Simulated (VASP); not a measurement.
# C in VASP: single point with PBE+D3(BJ)

Aim: the single point of C with PBE+D3(BJ).

Program: VASP 6.6.1. These are calculated values, not measurements. Logs are shortened: lines on timing, memory, paths and dates and some standing lists are left out, and cuts for length are marked.

## Step 1: The cell of the first run

The cell holds a slab with vacuum, 4 atoms: a = 2.466 Å, b = 2.466 Å, c = 17.500 Å, α = 90.00°, β = 90.00°, γ = 120.00°.

## Step 2: Single point, PBE+D3(BJ) (layers slid over each other)

File INCAR:

```
  PREC = Accurate
  ENCUT = 520
  EDIFF = 1E-6
  ISMEAR = 0
  SIGMA = 0.1
  LREAL = False
  LASPH = True
  NELM = 60
  ALGO = Normal
  ISIF = 2
  LWAVE = False
  LCHARG = False
  LDIPOL = True
  IDIPOL = 3
  DIPOL = 0.5 0.5 0.345
  GGA = PE
  IVDW = 12
  NBANDS = 16
```

File KPOINTS:

```
regular mesh
0
Gamma
  15 15 1
```

File POSCAR:

```
C
1.0
    2.4657189590      0.0000000000      0.0000000000
   -1.2328594795      2.1353752571      0.0000000000
    0.0000000000      0.0000000000     17.5000000000
C
4
Direct
    0.3333333333      0.6666666667      0.2571428571
    0.6666666667      0.3333333333      0.2571428571
    0.3333333333      0.8333333333      0.4320000000
    0.0000000000      1.1666666667      0.4320000000
```

Potentials or basis: VASP PAW PBE potentials, release 64 (C).

The run is started by

```sh
cat potpaw_PBE.64/C/POTCAR > POTCAR
mpirun -np 1 vasp_std > vasp.out
```

OUTCAR:

```text
PREC = Accurate
   ENCUT = 520
   EDIFF = 1E-6
   ISMEAR = 0
   LREAL = False
   LASPH = True
   NELM = 60
   ISIF = 2
   GGA = PE
   IVDW = 12
 IVDW          = 12

 ion  position               nearest neighbor table
   1  0.333  0.667  0.257-   2 1.42   2 1.42   2 1.42
   2  0.667  0.333  0.257-   1 1.42   1 1.42   1 1.42
   3  0.333  0.833  0.432-   4 1.42   4 1.42   4 1.42
   4  0.000  0.167  0.432-   3 1.42   3 1.42   3 1.42

  LATTYP: Found a hexagonal cell.
 ALAT       =     2.4657189590
 C/A-ratio  =     7.0973214267

  Lattice vectors:

 A1 = (   2.4657189590,   0.0000000000,   0.0000000000)
 A2 = (  -1.2328594795,   2.1353752571,   0.0000000000)
 A3 = (   0.0000000000,   0.0000000000,  17.5000000000)

Analysis of symmetry for initial positions (statically):
=====================================================================
 Subroutine PRICEL returns:
 Original cell was already a primitive cell.

 Routine SETGRP: Setting up the symmetry group for a
 hexagonal supercell.

 Subroutine GETGRP returns: Found  2 space group operations
 (whereof  1 operations were pure point group operations)
 out of a pool of 24 trial point group operations.

The static configuration has the point symmetry C_1 .
 The point group associated with its full space group is S_2 .

Analysis of symmetry for dynamics (positions and initial velocities):
=====================================================================
 Subroutine PRICEL returns:
 Original cell was already a primitive cell.

 Routine SETGRP: Setting up the symmetry group for a
 hexagonal supercell.

 Subroutine GETGRP returns: Found  2 space group operations
 (whereof  1 operations were pure point group operations)
 out of a pool of 24 trial point group operations.

The dynamic configuration has the point symmetry C_1 .
 The point group associated with its full space group is S_2 .

 Subroutine INISYM returns: Found  2 space group operations
 (whereof  1 operations are pure point group operations),
 and found     1 'primitive' translations

----------------------------------------------------------------------------------------

                                     Primitive cell

  volume of cell :      92.1416

  direct lattice vectors                    reciprocal lattice vectors
     2.465718959  0.000000000  0.000000000     0.405561224  0.234150882  0.000000000
    -1.232859480  2.135375257  0.000000000     0.000000000  0.468301764  0.000000000
     0.000000000  0.000000000 17.500000000     0.000000000  0.000000000  0.057142857

  length of vectors
     2.465718959  2.465718959 17.500000000     0.468301764  0.468301764  0.057142857

  position of ions in fractional coordinates (direct lattice)
     0.333333333  0.666666667  0.257142857
     0.666666667  0.333333333  0.257142857
     0.333333333  0.833333333  0.432000000
     0.000000000  0.166666667  0.432000000

  ion indices of the primitive-cell ions
   primitive index   ion index
                 1           1
                 2           2
                 3           3
                 4           4

----------------------------------------------------------------------------------------

 KPOINTS: regular mesh

Automatic generation of k-mesh.
 Grid dimensions read from file:
 generate k-points for:   15   15    1

 Generating k-lattice:

  Cartesian coordinates                     Fractional coordinates (reciprocal lattice)
     0.027037415  0.015610059  0.000000000     0.066666667  0.000000000  0.000000000
     0.000000000  0.031220118  0.000000000     0.000000000  0.066666667  0.000000000
     0.000000000  0.000000000  0.057142857     0.000000000  0.000000000  1.000000000

  Length of vectors
     0.031220118  0.031220118  0.057142857

  Shift w.r.t. Gamma in fractional coordinates (k-lattice)
     0.000000000  0.000000000  0.000000000

 Subroutine IBZKPT returns following result:
 ===========================================

 Found    113 irreducible k-points:

 Following reciprocal coordinates:
            Coordinates               Weight
  0.000000  0.000000  0.000000      1.000000
  0.066667  0.000000  0.000000      2.000000
  0.000000  0.066667  0.000000      2.000000
 -0.066667  0.066667  0.000000      2.000000
  0.133333  0.000000  0.000000      2.000000
  0.000000  0.133333  0.000000      2.000000
[... 16 lines left out ...]
  0.066667  0.066667  0.000000      2.000000
 -0.066667  0.133333  0.000000      2.000000
 [... further k-points ...]
   k-points           NKPTS =    113   k-points in BZ     NKDIM =    113   number of bands    NBANDS=     16
   number of dos      NEDOS =    301   number of ions     NIONS =      4
   total plane-waves  NPLWV =  45360
   dimension x,y,z NGX =    18 NGY =   18 NGZ =  140
   dimension x,y,z NGXF=    36 NGYF=   36 NGZF=  280
   ions per type =               4
   NGX,Y,Z   is equivalent  to a cutoff of  12.14, 12.14, 13.30 a.u.
   NGXF,Y,Z  is equivalent  to a cutoff of  24.27, 24.27, 26.60 a.u.
 SYSTEM =  unknown system
   PREC   = accura    normal or accurate (medium, high low for compatibility)
   ISTART =      0    job   : 0-new  1-cont  2-samecut
   ICHARG =      2    charge: 1-file 2-atom 10-const
   ISPIN  =      1    spin polarized calculation?
   LNONCOLLINEAR =      F non collinear calculations
   LSORBIT =      F    spin-orbit coupling
   LASPH  =      T    aspherical Exc in radial PAW
   ENCUT  =  520.0 eV  38.22 Ry    6.18 a.u.   4.58  4.58 32.54*2*pi/ulx,y,z
   NELM   =     60;   NELMIN=  2; NELMDL= -5     # of ELM steps
   EDIFF  = 0.1E-05   stopping-criterion for ELM
   LREAL  =      F    real-space projection
   EDIFFG = 0.1E-04   stopping-criterion for IOM
   NSW    =      0    number of steps for IOM
   IBRION =     -1    ionic relax: 0-MD 1-quasi-New 2-CG
   NFREE  =      0    steps in history (QN), initial steepest desc. (CG)
   ISIF   =      2    stress and relaxation
   ISYM   =      2    0-nonsym 1-usesym 2-fastsym
   POTIM  = 0.5000    time-step for ionic-motion
   TEBEG  =    0.0;   TEEND  =   0.0 temperature during run
   PSTRESS=    0.0 pullay stress
   NELECT =      16.0000    total number of electrons
   NUPDOWN=      -1.0000    fix difference up-down
   EMIN   =  10.00;   EMAX   =-10.00  energy-range for DOS
   EFERMI =   0.00;   METHOD = LEGACY
   ISMEAR =     0;   SIGMA  =   0.10  broadening in eV -4-tet -1-fermi 0-gaus
   EFERMI_NEDOS =   21; number of points for ismear=-14 and -15
   IALGO  =     38    algorithm
   IMIX   =      4    mixing-type and parameters
     AMIX     =   0.40;   BMIX     =  1.00
     AMIX_MAG =   1.60;   BMIX_MAG =  1.00
  volume/ion in A,a.u.               =      23.04       155.45
  Fermi-wavevector in a.u.,A,eV,Ry     =   0.913334  1.725951 11.349690  0.834179
  Thomas-Fermi vector in A             =   2.037833
   LORBIT       =      0    0 simple, 1 ext, 2 COOP (PROOUT), +10 PAW based schemes
   GGA     = PE    functional components
   LHFCALC =     F    Hartree Fock is set to
   AEXX    =    0.0000 exact exchange contribution
   IVDW    =    12    specifies the selected vdW correction
   LEPSILON=     F    determine dielectric tensor
   LRPA    =     F    only Hartree local field effects (RPA)
 non-spin polarized calculation
 Gauss-broadening in eV      SIGMA  =   0.10
  energy-cutoff  :      520.00
  volume of cell :       92.14
 maximum number of plane-waves:      2521
   NGX =  9   NGY =  9   NGZ = 65

 dipolmoment           0.000000      0.000000      0.000007 electrons x Angstroem

 number of electron      15.9999998 magnetization

 dipolmoment           0.000000      0.000000     -0.000001 electrons x Angstroem

 Free energy of the ion-electron system (eV)
  ---------------------------------------------------
  ext. energy  EPLUGINS =         0.00000000
  ---------------------------------------------------
  free energy    TOTEN  =       -36.80941274 eV

  energy without entropy =      -36.80937816  energy(sigma->0) =      -36.80939545

 E-fermi :  -0.8823     XC(G=0):  -4.3724

 val. band max:       -1.0657676466   @ k =   0.3333   0.3333   0.0000
 cond. band min:      -0.6987628264   @ k =   0.3333   0.3333   0.0000
 fundamental gap:      0.3670048202
 Fermi energy:        -0.8822652338

 k-point     1 :       0.0000    0.0000    0.0000
  band No.  band energies     occupation
      1     -20.5257      2.00000
      2     -20.2280      2.00000
      3      -9.1881      2.00000
      4      -7.6865      2.00000
      5      -3.9018      2.00000
      6      -3.8872      2.00000
[... 8 lines left out ...]
     15       7.4571      0.00000
     16       7.4692      0.00000

 k-point     2 :       0.0667    0.0000    0.0000
  band No.  band energies     occupation
      1     -20.4197      2.00000
      2     -20.1237      2.00000
      3      -9.0605      2.00000
      4      -7.5644      2.00000
      5      -4.3262      2.00000
      6      -4.2929      2.00000
[... 8 lines left out ...]
     15       7.5444      0.00000
     16       7.9012      0.00000

 k-point     3 :       0.0000    0.0667    0.0000
  band No.  band energies     occupation
      1     -20.4197      2.00000
      2     -20.1237      2.00000
      3      -9.0604      2.00000
      4      -7.5645      2.00000
      5      -4.3292      2.00000
      6      -4.2891      2.00000
[... 8 lines left out ...]
     15       7.5581      0.00000
     16       7.9091      0.00000

 k-point     4 :      -0.0667    0.0667    0.0000
  band No.  band energies     occupation
      1     -20.4197      2.00000
      2     -20.1237      2.00000
      3      -9.0606      2.00000
      4      -7.5642      2.00000
      5      -4.3223      2.00000
      6      -4.2969      2.00000
[... 8 lines left out ...]
     15       7.5278      0.00000
     16       7.8744      0.00000

 k-point     5 :       0.1333    0.0000    0.0000
  band No.  band energies     occupation
      1     -20.1025      2.00000
      2     -19.8116      2.00000
      3      -8.6795      2.00000
      4      -7.2005      2.00000
      5      -5.4674      2.00000
      6      -5.4079      2.00000
[... 8 lines left out ...]
     15       7.5967      0.00000
     16       9.0197      0.00000

 k-point     6 :       0.0000    0.1333    0.0000
  band No.  band energies     occupation
      1     -20.1024      2.00000
      2     -19.8116      2.00000
      3      -8.6791      2.00000
      4      -7.2009      2.00000
      5      -5.4690      2.00000
      6      -5.4060      2.00000
[... 8 lines left out ...]
     15       7.6120      0.00000
     16       9.0104      0.00000
[... 267 lines left out ...]
 k-point    21 :       0.0000    0.4667    0.0000
  band No.  band energies     occupation
      1     -15.5830      2.00000
      2     -15.4021      2.00000
      3     -13.7661      2.00000
      4     -13.6072      2.00000
      5      -7.2653      2.00000
      6      -7.2094      2.00000
[... 8 lines left out ...]
     15      11.0034      0.00000
     16      11.4999      0.00000

 k-point    22 :      -0.4667    0.4667    0.0000
  band No.  band energies     occupation
      1     -15.6011      2.00000
      2     -15.3814      2.00000
      3     -13.7759      2.00000
      4     -13.6004      2.00000
      5      -7.2653      2.00000
      6      -7.2088      2.00000
[... 8 lines left out ...]
     15      11.0034      0.00000
     16      11.5042      0.00000

 k-point    23 :       0.0667    0.0667    0.0000
  band No.  band energies     occupation
      1     -20.2081      2.00000
      2     -19.9156      2.00000
      3      -8.8058      2.00000
      4      -7.3217      2.00000
      5      -5.0621      2.00000
      6      -5.0060      2.00000
[... 8 lines left out ...]
     15       7.7561      0.00000
     16       8.5639      0.00000

 k-point    24 :      -0.0667    0.1333    0.0000
  band No.  band energies     occupation
      1     -20.2081      2.00000
      2     -19.9155      2.00000
      3      -8.8064      2.00000
      4      -7.3211      2.00000
      5      -5.0501      2.00000
      6      -5.0198      2.00000
[... 8 lines left out ...]
     15       7.7305      0.00000
     16       8.5606      0.00000

 [... further k-points ...]

------------------------ aborting loop because EDIFF is reached ----------------------------------------

 vacuum level on the upper side and lower side of the slab       (xc-potential included)        -0.165        -0.167

 Edisp (eV)   -0.50988

 E8    (eV) :    -0.1540

  FORCE on cell =-STRESS in cart. coord.  units (eV):
  Direction    XX          YY          ZZ          XY          YZ          ZX
  --------------------------------------------------------------------------------------
  -------------------------------------------------------------------------------------
  Total       0.01545     0.09444     0.65721     0.03219    -0.09468     0.00511
  in kB       0.26862     1.64219    11.42768     0.55973    -1.64640     0.08880
  external pressure =        4.45 kB  Pullay stress =        0.00 kB

 VOLUME and BASIS-vectors are now :
 -----------------------------------------------------------------------------
  energy-cutoff  :      520.00
  volume of cell :       92.14
      direct lattice vectors                 reciprocal lattice vectors
     2.465718959  0.000000000  0.000000000     0.405561224  0.234150882  0.000000000
    -1.232859480  2.135375257  0.000000000     0.000000000  0.468301764  0.000000000
     0.000000000  0.000000000 17.500000000     0.000000000  0.000000000  0.057142857

 POSITION                                       TOTAL-FORCE (eV/Angst)
 -----------------------------------------------------------------------------------
     -0.00000      1.42358      4.50000        -0.002209      0.014849     -0.097277
      1.23286      0.71179      4.50000         0.000545      0.016101     -0.125835
     -0.20548      1.77948      7.56000         0.002209     -0.014849      0.097277
     -0.20548      0.35590      7.56000        -0.000545     -0.016101      0.125835
 -----------------------------------------------------------------------------------
    total drift:                                0.000000     -0.000000     -0.000036

  FREE ENERGIE OF THE ION-ELECTRON SYSTEM (eV)
  ---------------------------------------------------
  free  energy   TOTEN  =       -37.3192891921 eV

  energy  without entropy=      -37.3192546064  energy(sigma->0) =      -37.31927190

 vacuum level on the upper side and lower side of the slab         3.348         3.346
```

It took 4.1 min on 1 thread of AMD EPYC 7R13, shared host; peak memory 0.25 GiB.

Results:

```yaml
Free_energy: -37.3193 eV
Largest_force: 0.127 eV/Å
Dispersion_energy_per_atom: -0.127 eV
```

Forces on the atoms (eV/Å):
```
C   -0.002  0.015 -0.097
C    0.001  0.016 -0.126
C    0.002 -0.015  0.097
C   -0.001 -0.016  0.126
```

Caveat: the cell differs from its parent crystal (layers slid over each other).
